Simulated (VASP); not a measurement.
# MnS (F-43m) in VASP: further runs

Aim: see how the results for MnS move with the level of theory and the settings. Levels: PBEsol+D4, PBE. Tasks: single point.

Program: VASP 6.6.1. These are calculated values, not measurements. Logs are shortened: lines on timing, memory, paths and dates and some standing lists are left out, and cuts for length are marked.

## (1) The cell of the first run

The structure is cubic, space group F-43m (No. 216). Conventional cell: a = 4.883 Å, b = 4.883 Å, c = 4.883 Å, α = 90.00°, β = 90.00°, γ = 90.00°. Mn (site symmetry -43m) has 4 S at 2.11 Å within 2.8 Å. Within 2.8 Å of S (site symmetry -43m) lie 4 Mn at 2.11 Å.

## (2) Single point, PBEsol+D4, collinear spin, ferromagnetic start

INCAR

```
PREC = Accurate ; ENCUT = 520
EDIFF = 1E-7 ; ISMEAR = -1
SIGMA = 0.05 ; LREAL = F
LASPH = T ; NELM = 150
ALGO = Normal ; ISIF = 2
LWAVE = F ; LCHARG = T
ISPIN = 2 ; MAGMOM = 4 0
LORBIT = 11 ; LMAXMIX = 4
GGA = PS ; IVDW = 13
LELF = T ; LVHAR = T
NBANDS = 20
```

KPOINTS

```
Automatic mesh
0
Gamma
  9 9 9
```

POSCAR

```
MnS
1.0
    0.0000000000      2.4413250227      2.4413250227
    2.4413250227      0.0000000000      2.4413250227
    2.4413250227      2.4413250227      0.0000000000
Mn S
1 1
Direct
    0.0000000000      0.0000000000      0.0000000000
    0.7500000000      0.7500000000      0.7500000000
```

Potentials or basis: VASP PAW PBE potentials, release 64 (Mn_pv, S).

Started as:

```console
$ cat potpaw_PBE.64/Mn_pv/POTCAR potpaw_PBE.64/S/POTCAR > POTCAR
$ mpirun -np 1 vasp_std > vasp.out
```

OUTCAR:

```text
PREC = Accurate
   ENCUT = 520
   EDIFF = 1E-7
   ISMEAR = -1
   LREAL = F
   LASPH = T
   NELM = 150
   ISIF = 2
   ISPIN = 2
   LORBIT = 11
   GGA = PS
   IVDW = 13

 ion  position               nearest neighbor table
   1  0.000  0.000  0.000-   2 2.11   2 2.11   2 2.11   2 2.11
   2  0.750  0.750  0.750-   1 2.11   1 2.11   1 2.11   1 2.11

  LATTYP: Found a face centered cubic cell.
 ALAT       =     4.8826500454

  Lattice vectors:

 A1 = (   0.0000000000,   2.4413250227,   2.4413250227)
 A2 = (   2.4413250227,   0.0000000000,   2.4413250227)
 A3 = (   2.4413250227,   2.4413250227,   0.0000000000)

Analysis of symmetry for initial positions (statically):
=====================================================================
 Subroutine PRICEL returns:
 Original cell was already a primitive cell.

 Routine SETGRP: Setting up the symmetry group for a
 face centered cubic supercell.

 Subroutine GETGRP returns: Found 24 space group operations
 (whereof 24 operations were pure point group operations)
 out of a pool of 48 trial point group operations.

The static configuration has the point symmetry T_d .

Analysis of symmetry for dynamics (positions and initial velocities):
=====================================================================
 Subroutine PRICEL returns:
 Original cell was already a primitive cell.

 Routine SETGRP: Setting up the symmetry group for a
 face centered cubic supercell.

 Subroutine GETGRP returns: Found 24 space group operations
 (whereof 24 operations were pure point group operations)
 out of a pool of 48 trial point group operations.

The dynamic configuration has the point symmetry T_d .

Analysis of structural, dynamic, and magnetic symmetry:
=====================================================================
 Subroutine PRICEL returns:
 Original cell was already a primitive cell.

 Routine SETGRP: Setting up the symmetry group for a
 face centered cubic supercell.

 Subroutine GETGRP returns: Found 24 space group operations
 (whereof 24 operations were pure point group operations)
 out of a pool of 48 trial point group operations.

The overall configuration has the point symmetry T_d .

 Subroutine INISYM returns: Found 24 space group operations
 (whereof 24 operations are pure point group operations),
 and found     1 'primitive' translations

----------------------------------------------------------------------------------------

                                     Primitive cell

  volume of cell :      29.1009

  direct lattice vectors                    reciprocal lattice vectors
     0.000000000  2.441325023  2.441325023    -0.204806814  0.204806814  0.204806814
     2.441325023  0.000000000  2.441325023     0.204806814 -0.204806814  0.204806814
     2.441325023  2.441325023  0.000000000     0.204806814  0.204806814 -0.204806814

  length of vectors
     3.452554957  3.452554957  3.452554957     0.354735808  0.354735808  0.354735808

  position of ions in fractional coordinates (direct lattice)
     0.000000000  0.000000000  0.000000000
     0.750000000  0.750000000  0.750000000

  ion indices of the primitive-cell ions
   primitive index   ion index
                 1           1
                 2           2

----------------------------------------------------------------------------------------

 KPOINTS: Automatic mesh

Automatic generation of k-mesh.
 Grid dimensions read from file:
 generate k-points for:    9    9    9

 Generating k-lattice:

  Cartesian coordinates                     Fractional coordinates (reciprocal lattice)
    -0.022756313  0.022756313  0.022756313     0.111111111  0.000000000  0.000000000
     0.022756313 -0.022756313  0.022756313     0.000000000  0.111111111  0.000000000
     0.022756313  0.022756313 -0.022756313     0.000000000  0.000000000  0.111111111

  Length of vectors
     0.039415090  0.039415090  0.039415090

  Shift w.r.t. Gamma in fractional coordinates (k-lattice)
     0.000000000  0.000000000  0.000000000

 Subroutine IBZKPT returns following result:
 ===========================================

 Found     35 irreducible k-points:

 Following reciprocal coordinates:
            Coordinates               Weight
  0.000000  0.000000  0.000000      1.000000
  0.111111  0.000000  0.000000      8.000000
  0.222222  0.000000  0.000000      8.000000
  0.333333  0.000000  0.000000      8.000000
  0.444444  0.000000  0.000000      8.000000
  0.111111  0.111111  0.000000      6.000000
[... 16 lines left out ...]
 -0.333333  0.333333  0.000000     12.000000
  0.444444  0.444444  0.000000      6.000000
 [... further k-points ...]
   k-points           NKPTS =     35   k-points in BZ     NKDIM =     35   number of bands    NBANDS=     20
   number of dos      NEDOS =    301   number of ions     NIONS =      2
   total plane-waves  NPLWV =  21952
   dimension x,y,z NGX =    28 NGY =   28 NGZ =   28
   dimension x,y,z NGXF=    56 NGYF=   56 NGZF=   56
[... 104 lines left out ...]
     20      27.7539      0.00000

 k-point     4 :       0.3333    0.0000    0.0000
  band No.  band energies     occupation
      1     -39.9032      1.00000
      2     -39.8831      1.00000
      3     -39.8831      1.00000
      4      -6.7374      1.00000
      5       1.3989      1.00000
      6       3.1570      1.00000
[... 429 lines left out ...]
 k-point    23 :      -0.3333    0.3333    0.0000
  band No.  band energies     occupation
      1     -39.9044      1.00000
      2     -39.8981      1.00000
      3     -39.8875      1.00000
      4      -5.9867      1.00000
      5       1.7247      1.00000
      6       2.1966      1.00000
[... 12 lines left out ...]
     19      26.3409      0.00000
     20      27.2762      0.00000

 k-point    24 :       0.4444    0.4444    0.0000
  band No.  band energies     occupation
      1     -39.9099      1.00000
      2     -39.8909      1.00000
      3     -39.8909      1.00000
      4      -5.9333      1.00000
      5       0.8667      1.00000
      6       3.6100      1.00000
[... 12 lines left out ...]
     19      25.3216      0.00000
     20      25.3216      0.00000

 [... further k-points ...]

 spin component 2

 k-point     1 :       0.0000    0.0000    0.0000
  band No.  band energies     occupation
      1     -39.7103      1.00000
      2     -39.7103      1.00000
      3     -39.7103      1.00000
      4      -7.7215      1.00000
      5       2.9457      1.00000
      6       2.9457      1.00000
[... 12 lines left out ...]
     19      23.5411      0.00000
     20      24.2028      0.00000

 k-point     2 :       0.1111    0.0000    0.0000
  band No.  band energies     occupation
      1     -39.7141      1.00000
      2     -39.7109      1.00000
      3     -39.7109      1.00000
      4      -7.5833      1.00000
      5       2.6888      1.00000
      6       2.9929      1.00000
[... 12 lines left out ...]
     19      22.8921      0.00000
     20      25.4531      0.00000

 k-point     3 :       0.2222    0.0000    0.0000
  band No.  band energies     occupation
      1     -39.7236      1.00000
      2     -39.7124      1.00000
      3     -39.7124      1.00000
      4      -7.2090      1.00000
      5       2.0821      1.00000
      6       3.1024      1.00000
[... 12 lines left out ...]
     19      22.6197      0.00000
     20      27.7783      0.00000

 k-point     4 :       0.3333    0.0000    0.0000
  band No.  band energies     occupation
      1     -39.7344      1.00000
      2     -39.7140      1.00000
      3     -39.7140      1.00000
      4      -6.7300      1.00000
      5       1.4234      1.00000
      6       3.2037      1.00000
[... 429 lines left out ...]
 k-point    23 :      -0.3333    0.3333    0.0000
  band No.  band energies     occupation
      1     -39.7356      1.00000
      2     -39.7291      1.00000
      3     -39.7185      1.00000
      4      -5.9806      1.00000
      5       1.7573      1.00000
      6       2.2183      1.00000
[... 12 lines left out ...]
     19      26.3650      0.00000
     20      27.2949      0.00000

 k-point    24 :       0.4444    0.4444    0.0000
  band No.  band energies     occupation
      1     -39.7411      1.00000
      2     -39.7219      1.00000
      3     -39.7219      1.00000
      4      -5.9274      1.00000
      5       0.9008      1.00000
      6       3.6366      1.00000
[... 12 lines left out ...]
     19      25.3455      0.00000
     20      25.3455      0.00000

 [... further k-points ...]

------------------------ aborting loop because EDIFF is reached ----------------------------------------

  DFT-D4 for vdW energy calculation

  Edisp (eV):   -0.56092

  FORCE on cell =-STRESS in cart. coord.  units (eV):
  Direction    XX          YY          ZZ          XY          YZ          ZX
  --------------------------------------------------------------------------------------
  -------------------------------------------------------------------------------------
  Total       0.04141     0.04141     0.04141     0.00000    -0.00000     0.00000
  in kB       2.28005     2.28005     2.28005     0.00000    -0.00000     0.00000
  external pressure =        2.28 kB  Pullay stress =        0.00 kB

 VOLUME and BASIS-vectors are now :
 -----------------------------------------------------------------------------
  energy-cutoff  :      520.00
  volume of cell :       29.10
      direct lattice vectors                 reciprocal lattice vectors
     0.000000000  2.441325023  2.441325023    -0.204806814  0.204806814  0.204806814
     2.441325023  0.000000000  2.441325023     0.204806814 -0.204806814  0.204806814
     2.441325023  2.441325023  0.000000000     0.204806814  0.204806814 -0.204806814

 POSITION                                       TOTAL-FORCE (eV/Angst)
 -----------------------------------------------------------------------------------
      0.00000      0.00000      0.00000        -0.000000      0.000000     -0.000000
      3.66199      3.66199      3.66199         0.000000     -0.000000      0.000000
 -----------------------------------------------------------------------------------
    total drift:                               -0.000001     -0.000001     -0.000001

  FREE ENERGIE OF THE ION-ELECTRON SYSTEM (eV)
  ---------------------------------------------------
  free  energy   TOTEN  =       -15.3341345646 eV

  energy  without entropy=      -15.3143359673  energy(sigma->0) =      -15.32423527

 total charge

# of ion       s       p       d       tot
------------------------------------------
    1        0.372   6.339   5.419  12.130
    2        1.318   2.419   0.000   3.737
--------------------------------------------------
tot          1.690   8.758   5.419  15.867

 magnetization (x)

# of ion       s       p       d       tot
------------------------------------------
    1        0.006   0.003   0.163   0.172
    2       -0.001  -0.004   0.000  -0.004
--------------------------------------------------
tot          0.005  -0.001   0.163   0.168
```

It took 33 s on 1 thread of AMD EPYC 9R45 (Zen 5), shared host; peak memory 0.16 GiB.

Results:

* Free energy: -15.3341 eV
* Pressure: 0.2 GPa
* Net moment: 0.18 μB per cell
* Site moments: Mn +0.17; S -0.00 μB
* Valence electrons inside the program's atomic spheres: Mn 12.13; S 3.74
* Dispersion energy per atom: -0.280 eV

Caveat: the PAW data sets were made with another functional, which shifts forces and pressure a little; the moment fell far below its start of 4 μB, so a state of higher moment may lie lower in energy; semilocal functionals often make such compounds metallic where correlation or magnetic order opens a gap, which also shifts bond lengths; pairwise dispersion overbinds metals, which lowers pressure and volume. With open d or f shells a metallic result of PBEsol can be an artefact of self-interaction; +U or a hybrid may open a gap.

## (3) Single point, PBE, collinear spin, ferromagnetic start

This run uses another cell than the first one, of 15.13 Å³/atom, 1.040 times its volume.

INCAR

```
SYSTEM = MnS
ALGO = Normal ; EDIFF = 1E-7
ENCUT = 520 ; GGA = PE
ISIF = 2 ; ISMEAR = 0
ISPIN = 2 ; LASPH = .TRUE.
LCHARG = .FALSE. ; LMAXMIX = 4
LORBIT = 11 ; LREAL = .FALSE.
LWAVE = .FALSE. ; MAGMOM = 4 0
NBANDS = 20 ; NELM = 150
PREC = Accurate ; SIGMA = 0.014
```

KPOINTS

```
k-points
0
G
  9 9 9
  0 0 0
```

POSCAR

```
MnS
1.0
    0.0000000000      2.4734634191      2.4734634191
    2.4734634191      0.0000000000      2.4734634191
    2.4734634191      2.4734634191      0.0000000000
Mn S
1 1
Direct
    0.0000000000      0.0000000000      0.0000000000
    0.7500000000      0.7500000000      0.7500000000
```

Potentials or basis: VASP PAW PBE potentials, release 64 (Mn_pv, S).

Started as:

```console
$ cat potpaw_PBE.64/Mn_pv/POTCAR potpaw_PBE.64/S/POTCAR > POTCAR
$ mpirun -np 1 vasp_std > vasp.out
```

It took 2.1 min on 1 thread of AMD EPYC 9R45 (Zen 5), shared host; peak memory 0.16 GiB.

It converged, with:

```yaml
Free_energy: -13.6653 eV
Pressure: 2.8 GPa
Net_moment: -0.09 μB per cell
Site_moments: Mn -0.09; S +0.00 μB
Valence_electrons_inside_the_program's_atomic_spheres: Mn 12.03; S 3.75
```

Levels at points of the mesh, in eV from the Fermi level:
Spin up:
| k point | band 5 | band 6 | band 7 | band 8 | band 9 | band 10 | band 11 | band 12 | band 13 | band 14 |
| --- | --- | --- | --- | --- | --- | --- | --- | --- | --- | --- |
| (0.00, 0.00, 0.00) | -4.65 | -4.65 | -4.65 | -0.66 | -0.66 | 3.75 | 3.75 | 3.75 | 3.83 | 7.97 |
Spin down:
```csv
k point,band 6,band 7,band 8,band 9,band 10,band 11,band 12,band 13
"(0.00, 0.00, 0.00)",-4.67,-4.67,-0.77,-0.77,3.72,3.72,3.72,3.82
```

Caveat: the moment fell far below its start of 4 μB, so a state of higher moment may lie lower in energy; semilocal functionals often make such compounds metallic where correlation or magnetic order opens a gap, which also shifts bond lengths.

## (4) Single point, PBE, collinear spin, ferromagnetic start

This run uses another cell than the first one, of 15.13 Å³/atom, 1.040 times its volume.

INCAR

```
SYSTEM = MnS
PREC = Accurate
ENCUT = 520
EDIFF = 1E-7
ISMEAR = 0
SIGMA = 0.019000000000000003
LREAL = .FALSE.
LASPH = .TRUE.
NELM = 150
ALGO = Normal
ISIF = 2
LWAVE = .FALSE.
LCHARG = .FALSE.
ISPIN = 2
MAGMOM = 4 0
LORBIT = 11
LMAXMIX = 4
GGA = PE
NBANDS = 20
```

KPOINTS

```
Automatic mesh
0
G
  9 9 9
  0 0 0
```

POSCAR is that of step 3.

Started as:

```console
$ cat potpaw_PBE.64/Mn_pv/POTCAR potpaw_PBE.64/S/POTCAR > POTCAR
$ mpirun -np 1 vasp_std > vasp.out
```

It took 3.9 min on 1 thread of AMD EPYC 9R45 (Zen 5), shared host; peak memory 0.16 GiB.

Results (log left out):

* Free energy: -13.6674 eV
* Pressure: 3.0 GPa
* Net moment: 0.22 μB per cell
* Site moments: Mn +0.22; S -0.00 μB
* Valence electrons inside the program's atomic spheres: Mn 12.03; S 3.75

Levels at points of the mesh, in eV from the Fermi level:
Spin up:
| k point | band 8 | band 9 | band 10 | band 11 | band 12 | band 13 |
| --- | --- | --- | --- | --- | --- | --- |
| (0.00, 0.00, 0.00) | -0.91 | -0.91 | 3.66 | 3.66 | 3.66 | 3.78 |
Spin down:
```tsv
k point	band 6	band 7	band 8	band 9	band 10	band 11	band 12	band 13
(0.00, 0.00, 0.00)	-4.68	-4.68	-0.62	-0.62	3.72	3.72	3.72	3.81
```

Caveat: the moment fell far below its start of 4 μB, so a state of higher moment may lie lower in energy; semilocal functionals often make such compounds metallic where correlation or magnetic order opens a gap, which also shifts bond lengths.

## (5) Single point, PBE, collinear spin, ferromagnetic start

This run uses another cell than the first one, of 15.13 Å³/atom, 1.040 times its volume.

INCAR

```
ALGO = Normal
EDIFF = 1E-6
ENCUT = 520
GGA = PE
ISIF = 2
ISMEAR = 0
ISPIN = 2
LASPH = T
LCHARG = F
LMAXMIX = 4
LORBIT = 11
LREAL = F
LWAVE = F
MAGMOM = 4 0
NBANDS = 20
NELM = 150
PREC = Accurate
SIGMA = 0.022
```

KPOINTS

```
k-points
0
Gamma
  9 9 9
```

POSCAR is that of step 4.

Started as:

```console
$ cat potpaw_PBE.64/Mn_pv/POTCAR potpaw_PBE.64/S/POTCAR > POTCAR
$ mpirun -np 1 vasp_std > vasp.out
```

It took 1.8 min on 1 thread of AMD EPYC 9R45 (Zen 5), shared host; peak memory 0.16 GiB.

The run converged. Its results:

| Quantity | Value |
| --- | --- |
| Free energy | -13.6675 eV |
| Pressure | 3.0 GPa |
| Net moment | 0.23 μB per cell |
| Site moments | Mn +0.22; S -0.00 μB |
| Valence electrons inside the program's atomic spheres | Mn 12.03; S 3.75 |

Levels at points of the mesh, in eV from the Fermi level:
Spin up:
| k point | band 6 | band 7 | band 8 | band 9 | band 10 | band 11 | band 12 | band 13 | band 14 | band 15 |
| --- | --- | --- | --- | --- | --- | --- | --- | --- | --- | --- |
| (0.00, 0.00, 0.00) | -4.72 | -4.72 | -0.91 | -0.91 | 3.66 | 3.66 | 3.66 | 3.78 | 7.90 | 7.90 |
Spin down:
| k point | band 5 | band 6 | band 7 | band 8 | band 9 | band 10 | band 11 | band 12 | band 13 | band 14 |
| --- | --- | --- | --- | --- | --- | --- | --- | --- | --- | --- |
| (0.00, 0.00, 0.00) | -4.68 | -4.68 | -4.68 | -0.62 | -0.62 | 3.73 | 3.73 | 3.73 | 3.81 | 7.96 |

Caveat: the moment fell far below its start of 4 μB, so a state of higher moment may lie lower in energy; semilocal functionals often make such compounds metallic where correlation or magnetic order opens a gap, which also shifts bond lengths.

## (6) Single point, PBE, collinear spin, ferromagnetic start

This run uses another cell than the first one, of 15.13 Å³/atom, 1.040 times its volume.

INCAR

```
SYSTEM = MnS
ALGO = Normal ; EDIFF = 1E-7
ENCUT = 520 ; GGA = PE
ISIF = 2 ; ISMEAR = 0
ISPIN = 2 ; LASPH = .TRUE.
LCHARG = .FALSE. ; LMAXMIX = 4
LORBIT = 11 ; LREAL = .FALSE.
LWAVE = .FALSE. ; MAGMOM = 4 0
NBANDS = 20 ; NELM = 150
PREC = Accurate ; SIGMA = 0.027000000000000003
```

KPOINTS

```
k-points
0
G
  9 9 9
  0 0 0
```

POSCAR is that of step 5.

Potentials or basis: VASP PAW PBE potentials, release 64 (Mn_pv, S).

Started as:

```console
$ cat potpaw_PBE.64/Mn_pv/POTCAR potpaw_PBE.64/S/POTCAR > POTCAR
$ mpirun -np 1 vasp_std > vasp.out
```

Run time: 2.8 min. Hardware: 1 thread of AMD EPYC 9R45 (Zen 5), shared host; peak memory 0.16 GiB.

The run converged. Its results:

```yaml
Free_energy: -13.6676 eV
Pressure: 3.0 GPa
Net_moment: 0.23 μB per cell
Site_moments: Mn +0.22; S -0.00 μB
Valence_electrons_inside_the_program's_atomic_spheres: Mn 12.03; S 3.75
```

Levels at points of the mesh, in eV from the Fermi level:
Spin up:
| k point | band 8 | band 9 | band 10 | band 11 | band 12 | band 13 |
| --- | --- | --- | --- | --- | --- | --- |
| (0.00, 0.00, 0.00) | -0.91 | -0.91 | 3.66 | 3.66 | 3.66 | 3.78 |
Spin down:
```tsv
k point	band 5	band 6	band 7	band 8	band 9	band 10	band 11	band 12	band 13	band 14
(0.00, 0.00, 0.00)	-4.68	-4.68	-4.68	-0.62	-0.62	3.73	3.73	3.73	3.81	7.96
```

Caveat: the moment fell far below its start of 4 μB, so a state of higher moment may lie lower in energy; semilocal functionals often make such compounds metallic where correlation or magnetic order opens a gap, which also shifts bond lengths. With open d or f shells a metallic result of PBE can be an artefact of self-interaction; +U or a hybrid may open a gap.

## (7) Summary

| level | cell | smearing | gap on the mesh (eV) | pressure (GPa) | moment (μB) |
| --- | --- | --- | --- | --- | --- |
| PBEsol+D4 | a = 3.453 Å, angles 60.0°, 2 atoms | fermi-dirac 0.05 eV | none | 0.2 | 0.18 |
| PBE | a = 3.498 Å, angles 60.0°, 2 atoms | gaussian 0.014 eV | none | 2.8 | 0.09 |
| PBE | a = 3.498 Å, angles 60.0°, 2 atoms | gaussian 0.019 eV | none | 3.0 | 0.22 |
| PBE | a = 3.498 Å, angles 60.0°, 2 atoms | gaussian 0.022 eV | none | 3.0 | 0.23 |
| PBE | a = 3.498 Å, angles 60.0°, 2 atoms | gaussian 0.027 eV | none | 3.0 | 0.23 |

Alike in all rows: task single point; potentials or basis VASP PAW PBE potentials, release 64 (Mn_pv, S); spin collinear, ferromagnetic start; k mesh 9 × 9 × 9; cutoff (eV) 520.

Caveats: the moment fell far below its start of 4 μB, so a state of higher moment may lie lower in energy; semilocal functionals often make such compounds metallic where correlation or magnetic order opens a gap, which also shifts bond lengths; the PAW data sets were made with another functional, which shifts forces and pressure a little (some runs); pairwise dispersion overbinds metals, which lowers pressure and volume (some runs).

Absolute energies hang on the potentials; compare differences alone.
